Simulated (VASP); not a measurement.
Set up this calculation in VASP 6.6.1, as the native input.

| Quantity | Value |
| --- | --- |
| Task | single point |
| Functional | PBEsol |
| Potentials or basis | VASP PAW PBE potentials, release 64 (Ba_sv) |
| Cutoff | 520 eV |
| k mesh | 12 × 12 × 12 |
| Occupations | gaussian, width 0.1 eV |
| Spin | no spin polarisation |
| Dipole correction | no |
| Further INCAR settings | ALGO = Normal; EDIFF = 1e-06; NBANDS = 11 |

The structure of Ba lies in POSCAR:

```
Ba
1.0
   -2.4343261710      2.4343261710      2.4343261710
    2.4343261710     -2.4343261710      2.4343261710
    2.4343261710      2.4343261710     -2.4343261710
Ba
1
Direct
    0.0000000000      0.0000000000      0.0000000000
```

These files were run (other wordings do the same):

INCAR

```
  ALGO = Normal
  EDIFF = 1E-6
  ENCUT = 520
  GGA = PS
  ISIF = 2
  ISMEAR = 0
  LASPH = T
  LCHARG = T
  LELF = T
  LREAL = F
  LVHAR = T
  LWAVE = F
  NBANDS = 11
  NELM = 100
  PREC = Accurate
  SIGMA = 0.1
```

KPOINTS

```
k-points
0
Gamma
  12 12 12
```

Potentials or basis: VASP PAW PBE potentials, release 64 (Ba_sv).

Command:

```console
$ cat potpaw_PBE.64/Ba_sv/POTCAR > POTCAR
$ mpirun -np 1 vasp_std > vasp.out
```

It gave:

```yaml
Pressure: 0.1 GPa
Band_gap_on_the_k_mesh: zero (band 5 reaches 2.43 eV, above the bottom of band 6 at 1.16 eV)
```

Caveat: the PAW data sets were made with another functional, which shifts forces and pressure a little; spin-orbit coupling is left out, which moves the levels of the heavy elements.

Run time: 12 s on 1 thread of Intel(R) Xeon(R) Platinum 8488C (Sapphire Rapids), with other jobs on the host, peak memory 0.19 GiB.
